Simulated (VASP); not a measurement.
# LiMg3 (P6_3/mmc) in VASP: single point with LDA

Aim: the single point of LiMg3 with LDA.

Everything below comes from runs of VASP 6.6.1. Logs are shortened: lines on timing, memory, paths and dates and some standing lists are left out, and cuts for length are marked.

**1. The cell of the first run**

It takes space group P6_3/mmc (No. 194, hexagonal). Conventional cell: a = 6.271 Å, b = 6.271 Å, c = 5.065 Å, α = 90.00°, β = 90.00°, γ = 120.00°. Li (site symmetry -6m2) has 12 Mg at 3.11 to 3.14 Å within 4.1 Å. Within 4.1 Å of Mg (site symmetry mm2) lie 4 Li at 3.11 to 3.14 Å and 8 Mg at 3.12 to 3.15 Å.

**2. Single point, LDA**

File INCAR:

```
SYSTEM = LiMg3
  PREC = Accurate
  ENCUT = 520
  EDIFF = 1E-6
  ISMEAR = -1
  SIGMA = 0.1
  LREAL = .FALSE.
  LASPH = .TRUE.
  NELM = 100
  ALGO = Normal
  ISIF = 2
  LWAVE = .FALSE.
  LCHARG = .FALSE.
  GGA = CA
  NBANDS = 19
```

File KPOINTS:

```
Automatic mesh
0
G
  5 5 5
  0 0 0
```

File POSCAR:

```
LiMg3
1.0
    6.2710413700      0.0000000000      0.0000000000
   -3.1355206900      5.4308811400      0.0000000000
    0.0000000000      0.0000000000      5.0649471800
Li Mg
2 6
Direct
    0.6666666700      0.3333333300      0.7500000000
    0.3333333300      0.6666666700      0.2500000000
    0.1673685700      0.3347371400      0.7500000000
    0.6652628600      0.8326314300      0.7500000000
    0.1673685700      0.8326314300      0.7500000000
    0.8326314300      0.1673685700      0.2500000000
    0.8326314300      0.6652628600      0.2500000000
    0.3347371400      0.1673685700      0.2500000000
```

Potentials or basis: VASP PAW LDA potentials, release 64 (Li_sv, Mg).

Command:

```
$ cat potpaw_LDA.64/Li_sv/POTCAR potpaw_LDA.64/Mg/POTCAR > POTCAR
$ mpirun -np 1 vasp_std > vasp.out
```

OUTCAR:

```text
SYSTEM = LiMg3
   PREC = Accurate
   ENCUT = 520
   EDIFF = 1E-6
   ISMEAR = -1
   LREAL = .FALSE.
   LASPH = .TRUE.
   NELM = 100
   ISIF = 2
   GGA = CA

 ion  position               nearest neighbor table
   1  0.667  0.333  0.750-   6 3.11   6 3.11   8 3.11   8 3.11   7 3.11   7 3.11
   2  0.333  0.667  0.250-   5 3.11   5 3.11   4 3.11   4 3.11   3 3.11   3 3.11
   3  0.167  0.335  0.750-   2 3.11   2 3.11   6 3.12   6 3.12   8 3.12   8 3.12   4 3.12   5 3.12
                             4 3.15   5 3.15
   4  0.665  0.833  0.750-   2 3.11   2 3.11   7 3.12   7 3.12   6 3.12   6 3.12   5 3.12   3 3.12
                             5 3.15   3 3.15
   5  0.167  0.833  0.750-   2 3.11   2 3.11   7 3.12   7 3.12   8 3.12   8 3.12   4 3.12   3 3.12
                             4 3.15   3 3.15
   6  0.833  0.167  0.250-   1 3.11   1 3.11   3 3.12   3 3.12   4 3.12   4 3.12   8 3.12   7 3.12
                             8 3.15   7 3.15
   7  0.833  0.665  0.250-   1 3.11   1 3.11   5 3.12   5 3.12   4 3.12   4 3.12   8 3.12   6 3.12
                             8 3.15   6 3.15
   8  0.335  0.167  0.250-   1 3.11   1 3.11   3 3.12   3 3.12   5 3.12   5 3.12   6 3.12   7 3.12
                             6 3.15   7 3.15

  LATTYP: Found a hexagonal cell.
 ALAT       =     6.2710413700
 C/A-ratio  =     0.8076724233

  Lattice vectors:

 A1 = (   6.2710413700,   0.0000000000,   0.0000000000)
 A2 = (  -3.1355206900,   5.4308811400,   0.0000000000)
 A3 = (   0.0000000000,   0.0000000000,   5.0649471800)

Analysis of symmetry for initial positions (statically):
=====================================================================
 Subroutine PRICEL returns:
 Original cell was already a primitive cell.

 Routine SETGRP: Setting up the symmetry group for a
 hexagonal supercell.

 Subroutine GETGRP returns: Found 24 space group operations
 (whereof 12 operations were pure point group operations)
 out of a pool of 24 trial point group operations.

The static configuration has the point symmetry D_3d.
 The point group associated with its full space group is D_6h.

Analysis of symmetry for dynamics (positions and initial velocities):
=====================================================================
 Subroutine PRICEL returns:
 Original cell was already a primitive cell.

 Routine SETGRP: Setting up the symmetry group for a
 hexagonal supercell.

 Subroutine GETGRP returns: Found 24 space group operations
 (whereof 12 operations were pure point group operations)
 out of a pool of 24 trial point group operations.

The dynamic configuration has the point symmetry D_3d.
 The point group associated with its full space group is D_6h.
[... 109 lines left out ...]
   POTIM  = 0.5000    time-step for ionic-motion
   TEBEG  =    0.0;   TEEND  =   0.0 temperature during run
   PSTRESS=    0.0 pullay stress
   NELECT =      18.0000    total number of electrons
   NUPDOWN=      -1.0000    fix difference up-down
   EMIN   =  10.00;   EMAX   =-10.00  energy-range for DOS
   EFERMI =   0.00;   METHOD = LEGACY
   ISMEAR =    -1;   SIGMA  =   0.10  broadening in eV -4-tet -1-fermi 0-gaus
   EFERMI_NEDOS =   21; number of points for ismear=-14 and -15
   IALGO  =     38    algorithm
   IMIX   =      4    mixing-type and parameters
     AMIX     =   0.40;   BMIX     =  1.00
     AMIX_MAG =   1.60;   BMIX_MAG =  1.00
  volume/ion in A,a.u.               =      21.56       145.51
  Fermi-wavevector in a.u.,A,eV,Ry     =   0.770733  1.456474  8.082263  0.594030
  Thomas-Fermi vector in A             =   1.872000
   LORBIT       =      0    0 simple, 1 ext, 2 COOP (PROOUT), +10 PAW based schemes
   GGA     = CA    functional components
   LHFCALC =     F    Hartree Fock is set to
   AEXX    =    0.0000 exact exchange contribution
   IVDW    =     0    specifies the selected vdW correction
   LEPSILON=     F    determine dielectric tensor
   LRPA    =     F    only Hartree local field effects (RPA)
 non-spin polarized calculation
  energy-cutoff  :      520.00
  volume of cell :      172.50
 maximum number of plane-waves:      4657
 NGX is ok and might be reduce to    48
   NGX = 23   NGY = 23   NGZ = 19

 number of electron      18.0000000 magnetization

 Free energy of the ion-electron system (eV)
  ---------------------------------------------------
  ext. energy  EPLUGINS =         0.00000000
  ---------------------------------------------------
  free energy    TOTEN  =       -15.34727376 eV

  energy without entropy =      -15.25422573  energy(sigma->0) =      -15.30074974

 E-fermi :   2.0308     XC(G=0):  -8.4522

 val. band max:        1.9698605066   @ k =   0.2000   0.2000   0.4000
 cond. band min:       2.0830967524   @ k =   0.2000  -0.0000   0.2000
 fundamental gap:      0.1132362458
 Fermi energy:         2.0307817116

 k-point     1 :       0.0000    0.0000    0.0000
  band No.  band energies     occupation
      1     -43.2976      2.00000
      2     -43.2974      2.00000
      3      -4.2527      2.00000
      4       0.3287      2.00000
      5       0.3287      2.00000
      6       0.4712      2.00000
[... 307 lines left out ...]
      6      -1.1024      2.00000
[... 11 lines left out ...]
     18       7.1520      0.00000
     19       7.4070      0.00000

------------------------ aborting loop because EDIFF is reached ----------------------------------------

  FORCE on cell =-STRESS in cart. coord.  units (eV):
  Direction    XX          YY          ZZ          XY          YZ          ZX
  --------------------------------------------------------------------------------------
  -------------------------------------------------------------------------------------
  Total       -1.4460530     -1.4460530     -2.6418452      0.0000000      0.0000000      0.0000000
  in kB      -13.4310486    -13.4310486    -24.5376553      0.0000000      0.0000000      0.0000000
  external PRESSURE =     -17.1332508 kB  Pullay stress =       0.0000000 kB

 VOLUME and BASIS-vectors are now :
 -----------------------------------------------------------------------------
  energy-cutoff  :      520.00
  volume of cell :      172.50
      direct lattice vectors                 reciprocal lattice vectors
     6.271041370  0.000000000  0.000000000     0.159463148  0.092066092  0.000000000
    -3.135520690  5.430881140  0.000000000     0.000000000  0.184132183  0.000000000
     0.000000000  0.000000000  5.064947180     0.000000000  0.000000000  0.197435425

 POSITION                                       TOTAL-FORCE (eV/Angst)
 -----------------------------------------------------------------------------------
      3.13552      1.81029      3.79871         0.000000     -0.000000      0.000000
     -0.00000      3.62059      1.26624         0.000000     -0.000000      0.000000
     -0.00000      1.81792      3.79871        -0.000000      0.070102      0.000000
      1.56116      4.52192      3.79871        -0.060710     -0.035051      0.000000
     -1.56116      4.52192      3.79871         0.060710     -0.035051      0.000000
      4.69668      0.90896      1.26624        -0.060710      0.035051      0.000000
      3.13552      3.61296      1.26624         0.000000     -0.070102      0.000000
      1.57436      0.90896      1.26624         0.060710      0.035051     -0.000000
 -----------------------------------------------------------------------------------
    total drift:                               -0.000003      0.000002     -0.000000

  FREE ENERGIE OF THE ION-ELECTRON SYSTEM (eV)
  ---------------------------------------------------
  free  energy   TOTEN  =       -15.3472737561 eV

  energy  without entropy=      -15.2542257337  energy(sigma->0) =      -15.30074974
```

OSZICAR:

```text
N       E                     dE             d eps       ncg     rms          rms(c)
DAV:   1     0.370174778364E+02    0.37017E+02   -0.64518E+03   570   0.773E+02
DAV:   2    -0.716525928106E+01   -0.44183E+02   -0.41905E+02   692   0.146E+02
DAV:   3    -0.154055186118E+02   -0.82403E+01   -0.81370E+01  1012   0.292E+01
DAV:   4    -0.155970189188E+02   -0.19150E+00   -0.18987E+00   744   0.774E+00
DAV:   5    -0.156043995456E+02   -0.73806E-02   -0.73739E-02   791   0.120E+00    0.194E+00
DAV:   6    -0.154257044568E+02    0.17870E+00   -0.12079E-01   679   0.112E+00    0.118E+00
DAV:   7    -0.153511852830E+02    0.74519E-01   -0.12474E-01   738   0.106E+00    0.324E-01
DAV:   8    -0.153473953851E+02    0.37899E-02   -0.19207E-02   727   0.567E-01    0.719E-02
DAV:   9    -0.153473370823E+02    0.58303E-04   -0.96276E-04   674   0.139E-01    0.263E-02
DAV:  10    -0.153472738893E+02    0.63193E-04   -0.20301E-04   654   0.661E-02    0.468E-03
DAV:  11    -0.153472738632E+02    0.26084E-07   -0.11196E-05   763   0.180E-02    0.131E-03
DAV:  12    -0.153472737561E+02    0.10704E-06   -0.38791E-07   417   0.314E-03
   1 F= -.15347274E+02 E0= -.15300750E+02  d E =-.930480E-01
```

stdout:

```text
POSCAR found type information on POSCAR LiMg
 POSCAR found :  2 types and       8 ions
 scaLAPACK will be used
 LDA part: xc-table for (Slater(with rela. corr.)+CA(PZ))
 , standard interpolation
 POSCAR, INCAR and KPOINTS ok, starting setup
 FFT: planning ... GRIDC
 FFT: planning ... GRID_SOFT
 FFT: planning ... GRID
 WAVECAR not read
 entering main loop
```

Wall time 82 s (1 thread of Intel Xeon 6975P-C, shared host); peak memory 0.24 GiB.

Results:

* Free energy: -15.3473 eV
* Largest force: 0.070 eV/Å
* Band gap on the k mesh: zero (band 9 reaches 2.62 eV, above the bottom of band 10 at 0.90 eV)

Forces in eV/Å, atoms in the order of the input:
```
Li   0.000  0.000  0.000
Li   0.000  0.000  0.000
Mg   0.000  0.070  0.000
Mg  -0.061 -0.035  0.000
Mg   0.061 -0.035  0.000
Mg  -0.061  0.035  0.000
Mg   0.000 -0.070  0.000
Mg   0.061  0.035  0.000
```

Caveat: the cutoff is under 1.25 times the usual one of these potentials, so pressure, stress and relaxed cells hold a basis-set (Pulay) error.
